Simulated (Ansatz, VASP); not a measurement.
# Sn in VASP and in Ansatz

The input INCAR:

```
PREC = Accurate
ENCUT = 520
EDIFF = 1E-6
ISMEAR = -1
SIGMA = 0.02
LREAL = F
LASPH = T
NELM = 60
ALGO = Normal
ISIF = 2
LWAVE = F
LCHARG = F
GGA = PE
NBANDS = 36
```

KPOINTS

```
regular mesh
0
Gamma
  6 6 4
```

File POSCAR:

```
Sn
1.0
    4.6349415834      0.0000000000      0.0000000000
   -2.3174707917      4.0139771563      0.0000000000
    0.0000000000      0.0000000000      7.6138918480
Sn
4
Direct
    0.3333333333      0.6666666667      0.0002405546
    0.6666666667      0.3333333333      0.5002405546
    0.3333333333      0.6666666667      0.3747594454
    0.6666666667      0.3333333333      0.8747594454
```

Input for Ansatz:

```yaml
crystal:
  lattice:
    - [4.6349415834, 0.0, 0.0]
    - [-2.3174707917, 4.0139771563, 0.0]
    - [0.0, 0.0, 7.613891848]
  atoms:
    - { symbol: Sn, position: [0.3333333333, 0.6666666667, 0.0002405546] }
    - { symbol: Sn, position: [0.6666666667, 0.3333333333, 0.5002405546] }
    - { symbol: Sn, position: [0.3333333333, 0.6666666667, 0.3747594454] }
    - { symbol: Sn, position: [0.6666666667, 0.3333333333, 0.8747594454] }
kpoints:
  mp_grid: { grid: [6, 6, 4] }
  band_path:
    path:
      - [0.0, 0.0, 0.0]
      - [0.5, 0.0, 0.0]
      - [0.3333333333, 0.3333333333, 0.0]
      - [0.0, 0.0, 0.5]
      - [0.5, 0.0, 0.5]
      - [0.3333333333, 0.3333333333, 0.5]
      - [0.0, 0.0, 0.1]
      - [0.0, 0.0, 0.25]
    npoints: 1
hamiltonian:
  xc: pbe
scf:
  occupations: { method: fermi_dirac, width: 0.02 }
  n_extra_bands: 5
output:
  forces: true
  stress: true
  eigenvalues: true
```

Alike in both runs: task single point; functional PBE; k mesh 6 × 6 × 4; occupations fermi-dirac, width 0.02 eV; no spin polarisation.

|  | VASP | Ansatz |
| --- | --- | --- |
| version | VASP 6.6.1 | Ansatz 0.2.0 |
| potentials or method | VASP PAW PBE potentials, release 64 (Sn_d) | plane waves, PAW |
| plane-wave cutoff (eV) | 520 | 420 |
| valence electrons in the cell | 56 | 56 |

|  | VASP | Ansatz | Ansatz less VASP |
| --- | --- | --- | --- |
| pressure (GPa) | 1.5 | 1.6 | +0.05 |
| traceless stress, the component that is largest in VASP (GPa) | -0.19 | -0.19 | +0.004 |
| rms of the force components (eV/Å) | 0.026 | 0.026 | -0.0004 |

Atom by atom the forces differ by 0.000 eV/Å (rms over components).
